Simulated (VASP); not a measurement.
# AlN (Fm-3m) in VASP: a series of runs, part 2 of 3

VASP 6.6.1. The steps go on from the part before.

### 4 Electric field gradients, PBE (volume scaled by 0.975)

File INCAR:

```
PREC = Accurate
ENCUT = 520
EDIFF = 1E-8
ISMEAR = -1
SIGMA = 0.02
LREAL = F
LASPH = T
NELM = 80
ALGO = Normal
ISIF = 2
LWAVE = F
LCHARG = F
GGA = PE
LEFG = T
NBANDS = 11
```

File KPOINTS:

```
regular mesh
0
Gamma
  10 10 10
```

File POSCAR:

```
AlN
1.0
    0.0000000000      1.9613773654      1.9613773654
    1.9613773654      0.0000000000      1.9613773654
    1.9613773654      1.9613773654      0.0000000000
Al N
1 1
Direct
    0.0000000000      0.0000000000      0.0000000000
    0.5000000000      0.5000000000      0.5000000000
```

Potentials or basis: VASP PAW PBE potentials, release 64 (Al, N).

Command:

```sh
$ cat potpaw_PBE.64/Al/POTCAR potpaw_PBE.64/N/POTCAR > POTCAR
$ mpirun -np 1 vasp_std > vasp.out
```

OUTCAR:

```text
PREC = Accurate
   ENCUT = 520
   EDIFF = 1E-8
   ISMEAR = -1
   LREAL = F
   LASPH = T
   NELM = 80
   ISIF = 2
   GGA = PE

 ion  position               nearest neighbor table
   1  0.000  0.000  0.000-   2 1.96   2 1.96   2 1.96   2 1.96   2 1.96   2 1.96
   2  0.500  0.500  0.500-   1 1.96   1 1.96   1 1.96   1 1.96   1 1.96   1 1.96

  LATTYP: Found a face centered cubic cell.
 ALAT       =     3.9227547308

  Lattice vectors:

 A1 = (   0.0000000000,   1.9613773654,   1.9613773654)
 A2 = (   1.9613773654,   0.0000000000,   1.9613773654)
 A3 = (   1.9613773654,   1.9613773654,   0.0000000000)

Analysis of symmetry for initial positions (statically):
=====================================================================
 Subroutine PRICEL returns:
 Original cell was already a primitive cell.

 Routine SETGRP: Setting up the symmetry group for a
 face centered cubic supercell.

 Subroutine GETGRP returns: Found 48 space group operations
[... 9 lines left out ...]

 Routine SETGRP: Setting up the symmetry group for a
 face centered cubic supercell.

 Subroutine GETGRP returns: Found 48 space group operations
[... 11 lines left out ...]
                                     Primitive cell

  volume of cell :      15.0908

  direct lattice vectors                    reciprocal lattice vectors
     0.000000000  1.961377365  1.961377365    -0.254922897  0.254922897  0.254922897
     1.961377365  0.000000000  1.961377365     0.254922897 -0.254922897  0.254922897
     1.961377365  1.961377365  0.000000000     0.254922897  0.254922897 -0.254922897

  length of vectors
     2.773806471  2.773806471  2.773806471     0.441539410  0.441539410  0.441539410

  position of ions in fractional coordinates (direct lattice)
     0.000000000  0.000000000  0.000000000
     0.500000000  0.500000000  0.500000000
[... 141 lines left out ...]
      8      23.6426      0.00000
      9      29.0359      0.00000
     10      29.6533      0.00000
     11      29.6533      0.00000
[... 309 lines left out ...]
 k-point    24 :       0.4000    0.3000    0.0000
  band No.  band energies     occupation
      1      -3.8996      2.00000
      2       4.9594      2.00000
      3       8.1316      2.00000
      4       8.6960      2.00000
      5      17.6639      0.00000
      6      18.7095      0.00000
      7      24.4779      0.00000
      8      27.9555      0.00000
      9      28.8424      0.00000
     10      34.0512      0.00000
     11      37.4015      0.00000

 [... further k-points ...]
[... 5 lines left out ...]
  --------------------------------------------------------------------------------------
  -------------------------------------------------------------------------------------
  Total        3.2465034      3.2465034      3.2465034      0.0000000      0.0000000      0.0000000
  in kB      344.6775334    344.6775334    344.6775334      0.0000000      0.0000000      0.0000000
  external PRESSURE =     344.6775334 kB  Pullay stress =       0.0000000 kB

 VOLUME and BASIS-vectors are now :
 -----------------------------------------------------------------------------
  energy-cutoff  :      520.00
  volume of cell :       15.09
      direct lattice vectors                 reciprocal lattice vectors
     0.000000000  1.961377365  1.961377365    -0.254922897  0.254922897  0.254922897
     1.961377365  0.000000000  1.961377365     0.254922897 -0.254922897  0.254922897
     1.961377365  1.961377365  0.000000000     0.254922897  0.254922897 -0.254922897

 POSITION                                       TOTAL-FORCE (eV/Angst)
 -----------------------------------------------------------------------------------
      0.00000      0.00000      0.00000        -0.000000      0.000000     -0.000000
      1.96138      1.96138      1.96138         0.000000     -0.000000      0.000000
 -----------------------------------------------------------------------------------
    total drift:                               -0.000000     -0.000000      0.000000

  FREE ENERGIE OF THE ION-ELECTRON SYSTEM (eV)
  ---------------------------------------------------
  free  energy   TOTEN  =       -14.3724844120 eV

  energy  without entropy=      -14.3724844120  energy(sigma->0) =      -14.37248441

 Electric field gradients (V/A^2)
---------------------------------------------------------------------
 ion       V_xx      V_yy      V_zz      V_xy      V_xz      V_yz
---------------------------------------------------------------------
   1       0.000     0.000     0.000     0.000     0.000     0.000
   2       0.000     0.000    -0.000     0.000     0.000     0.000
---------------------------------------------------------------------

 Electric field gradients after diagonalization (V/A^2)
 (convention: |V_zz| > |V_xx| > |V_yy|)
----------------------------------------------------------------------
 ion       V_xx      V_yy      V_zz     asymmetry (V_yy - V_xx)/ V_zz
----------------------------------------------------------------------
   1      -0.000    -0.000     0.000       0.000
   2      -0.000    -0.000     0.001       0.000
----------------------------------------------------------------------

           NMR quadrupolar parameters

 Cq : quadrupolar parameter    Cq=e*Q*V_zz/h
 eta: asymmetry parameters     (V_yy - V_xx)/ V_zz
 Q  : nuclear electric quadrupole moment in mb (millibarn)
----------------------------------------------------------------------
 ion       Cq(MHz)       eta       Q (mb)
----------------------------------------------------------------------
   1       0.000       0.000       1.000
   2       0.000       0.000       1.000
----------------------------------------------------------------------
```

OSZICAR:

```text
N       E                     dE             d eps       ncg     rms          rms(c)
DAV:   1     0.114074081240E+02    0.11407E+02   -0.41911E+03  1074   0.636E+02
DAV:   2    -0.155507397719E+02   -0.26958E+02   -0.25800E+02  1277   0.144E+02
DAV:   3    -0.162099008487E+02   -0.65916E+00   -0.65845E+00  1265   0.207E+01
DAV:   4    -0.162124280521E+02   -0.25272E-02   -0.25270E-02  1171   0.138E+00
DAV:   5    -0.162124486874E+02   -0.20635E-04   -0.20635E-04  1223   0.113E-01    0.800E+00
DAV:   6    -0.144045100799E+02    0.18079E+01   -0.70731E+00  1130   0.147E+01    0.293E+00
DAV:   7    -0.143776587596E+02    0.26851E-01   -0.25281E-01  1156   0.348E+00    0.190E+00
DAV:   8    -0.143728484557E+02    0.48103E-02   -0.15334E-02  1100   0.107E+00    0.375E-01
DAV:   9    -0.143724404031E+02    0.40805E-03   -0.15766E-03  1160   0.249E-01    0.168E-01
DAV:  10    -0.143724933951E+02   -0.52992E-04   -0.16374E-04  1171   0.901E-02    0.587E-02
DAV:  11    -0.143724847052E+02    0.86899E-05   -0.29967E-05  1184   0.318E-02    0.833E-03
DAV:  12    -0.143724844798E+02    0.22539E-06   -0.82799E-07  1157   0.776E-03    0.136E-03
DAV:  13    -0.143724844147E+02    0.65072E-07   -0.30766E-08  1196   0.110E-03    0.284E-04
DAV:  14    -0.143724844027E+02    0.12018E-07   -0.10806E-09   604   0.283E-04    0.445E-04
DAV:  15    -0.143724844120E+02   -0.93456E-08   -0.29371E-10   604   0.117E-04
   1 F= -.14372484E+02 E0= -.14372484E+02  d E =-.287494E-10
```

It took 11 s on 1 thread of Intel Xeon 8259CL, shared host; peak memory 0.13 GiB.

Results:

- Free energy: -14.3725 eV
- Pressure: 34.5 GPa
- Band gap on the k mesh: 5.13 eV, indirect (least direct gap 7.05 eV)

Caveat: the cell differs from its parent crystal (volume scaled by 0.975); without QUAD_EFG the Cq values of the log hold for a quadrupole moment of 1 mb, not for the nuclei.

### 5 Electric field gradients, PBE

This run uses another cell than the first one, of 7.74 Å³/atom, 1.053 times its volume.

File INCAR:

```
PREC     = Accurate       # precision mode
ENCUT    = 520            # plane-wave cutoff, eV
EDIFF    = 1E-8           # SCF threshold, eV
ISMEAR   = -1             # smearing method
SIGMA    = 0.02           # smearing width, eV
LREAL    = F              # projectors in reciprocal space
LASPH    = T              # aspherical terms in the spheres
NELM     = 80             # most SCF steps
ALGO     = Normal         # electronic algorithm
ISIF     = 2              # what is computed and relaxed
LWAVE    = F              # write WAVECAR
LCHARG   = F              # write CHGCAR
GGA      = PE             # functional
LEFG     = T            
NBANDS   = 11             # bands
```

KPOINTS is that of step 4.

File POSCAR:

```
AlN
1.0
    0.0000000000      1.9780000000      1.9780000000
    1.9780000000      0.0000000000      1.9780000000
    1.9780000000      1.9780000000      0.0000000000
Al N
1 1
Direct
    0.0000000000      0.0000000000      0.0000000000
    0.5000000000      0.5000000000      0.5000000000
```

Potentials or basis: VASP PAW PBE potentials, release 64 (Al, N).

Command:

```sh
$ cat potpaw_PBE.64/Al/POTCAR potpaw_PBE.64/N/POTCAR > POTCAR
$ mpirun -np 1 vasp_std > vasp.out
```

OUTCAR:

```text
PREC = Accurate
   ENCUT = 520
   EDIFF = 1E-8
   ISMEAR = -1
   LREAL = F
   LASPH = T
   NELM = 80
   ISIF = 2
   GGA = PE

 ion  position               nearest neighbor table
   1  0.000  0.000  0.000-   2 1.98   2 1.98   2 1.98   2 1.98   2 1.98   2 1.98
   2  0.500  0.500  0.500-   1 1.98   1 1.98   1 1.98   1 1.98   1 1.98   1 1.98

  LATTYP: Found a face centered cubic cell.
 ALAT       =     3.9560000000

  Lattice vectors:

 A1 = (   0.0000000000,   1.9780000000,   1.9780000000)
 A2 = (   1.9780000000,   0.0000000000,   1.9780000000)
[... 548 lines left out ...]
  ---------------------------------------------------
  free  energy   TOTEN  =       -14.4446598754 eV

  energy  without entropy=      -14.4446598754  energy(sigma->0) =      -14.44465988

 Electric field gradients (V/A^2)
---------------------------------------------------------------------
 ion       V_xx      V_yy      V_zz      V_xy      V_xz      V_yz
---------------------------------------------------------------------
   1      -0.000     0.000     0.000     0.000     0.000     0.000
   2      -0.000    -0.000     0.000     0.000     0.000     0.000
---------------------------------------------------------------------

 Electric field gradients after diagonalization (V/A^2)
 (convention: |V_zz| > |V_xx| > |V_yy|)
----------------------------------------------------------------------
 ion       V_xx      V_yy      V_zz     asymmetry (V_yy - V_xx)/ V_zz
----------------------------------------------------------------------
   1      -0.000    -0.000     0.000       0.000
   2      -0.000    -0.000     0.000       0.000
----------------------------------------------------------------------

           NMR quadrupolar parameters

 Cq : quadrupolar parameter    Cq=e*Q*V_zz/h
 eta: asymmetry parameters     (V_yy - V_xx)/ V_zz
 Q  : nuclear electric quadrupole moment in mb (millibarn)
----------------------------------------------------------------------
 ion       Cq(MHz)       eta       Q (mb)
----------------------------------------------------------------------
   1       0.000       0.000       1.000
   2       0.000       0.000       1.000
----------------------------------------------------------------------
```

OSZICAR:

```text
N       E                     dE             d eps       ncg     rms          rms(c)
DAV:   1     0.974666782316E+01    0.97467E+01   -0.41482E+03  1050   0.630E+02
DAV:   2    -0.156253356712E+02   -0.25372E+02   -0.24779E+02  1263   0.141E+02
DAV:   3    -0.162525198696E+02   -0.62718E+00   -0.62647E+00  1296   0.204E+01
DAV:   4    -0.162549460221E+02   -0.24262E-02   -0.24260E-02  1163   0.139E+00
DAV:   5    -0.162549665450E+02   -0.20523E-04   -0.20523E-04  1214   0.118E-01    0.788E+00
DAV:   6    -0.144728879760E+02    0.17821E+01   -0.71798E+00  1136   0.146E+01    0.286E+00
DAV:   7    -0.144499028378E+02    0.22985E-01   -0.22667E-01  1165   0.335E+00    0.186E+00
DAV:   8    -0.144449773436E+02    0.49255E-02   -0.14995E-02  1109   0.106E+00    0.358E-01
DAV:   9    -0.144446133121E+02    0.36403E-03   -0.14555E-03  1160   0.236E-01    0.161E-01
DAV:  10    -0.144446672025E+02   -0.53890E-04   -0.14355E-04  1166   0.861E-02    0.510E-02
DAV:  11    -0.144446601829E+02    0.70196E-05   -0.23586E-05  1193   0.279E-02    0.790E-03
DAV:  12    -0.144446599330E+02    0.24995E-06   -0.73168E-07  1148   0.723E-03    0.135E-03
DAV:  13    -0.144446598774E+02    0.55564E-07   -0.19041E-08  1178   0.893E-04    0.257E-04
DAV:  14    -0.144446598659E+02    0.11533E-07   -0.69255E-10   616   0.223E-04    0.386E-04
DAV:  15    -0.144446598754E+02   -0.94732E-08   -0.23525E-10   589   0.104E-04
   1 F= -.14444660E+02 E0= -.14444660E+02  d E =-.193569E-10
```

stdout:

```text
POSCAR found type information on POSCAR AlN
 POSCAR found :  2 types and       2 ions
 scaLAPACK will be used
 LDA part: xc-table for (Slater+PW92), standard interpolation
 POSCAR, INCAR and KPOINTS ok, starting setup
 FFT: planning ... GRIDC
 FFT: planning ... GRID_SOFT
 FFT: planning ... GRID
 WAVECAR not read
 entering main loop
ion   1

ion   2
```

Wall time 12 s (1 thread of Intel Xeon 8259CL, shared host); peak memory 0.13 GiB.

Results:

| Property | Result |
| --- | --- |
| Free energy | -14.4447 eV |
| Pressure | 25.2 GPa |
| Band gap on the k mesh | 5.19 eV, indirect (least direct gap 6.66 eV) |

Levels at points of the mesh, in eV from the valence-band top:
| k point | band 1 | band 2 | band 3 | band 4 | band 5 | band 6 | band 7 | band 8 | band 9 |
| --- | --- | --- | --- | --- | --- | --- | --- | --- | --- |
| (0.00, 0.00, 0.00) | -18.16 | 0.00 | 0.00 | 0.00 | 6.66 | 12.38 | 12.38 | 12.38 | 17.70 |
| (0.50, 0.00, 0.00) | -14.63 | -8.73 | -1.20 | -1.20 | 6.56 | 11.54 | 11.54 | 14.29 | 16.85 |
| (0.50, 0.50, 0.00) | -13.56 | -7.83 | -2.97 | -2.97 | 5.19 | 5.26 | 14.87 | 18.31 | 18.31 |

Caveat: without QUAD_EFG the Cq values of the log hold for a quadrupole moment of 1 mb, not for the nuclei. PBE gaps usually lie below the measured ones, often by a third to a half.

(Continued in part 3 of 3.)
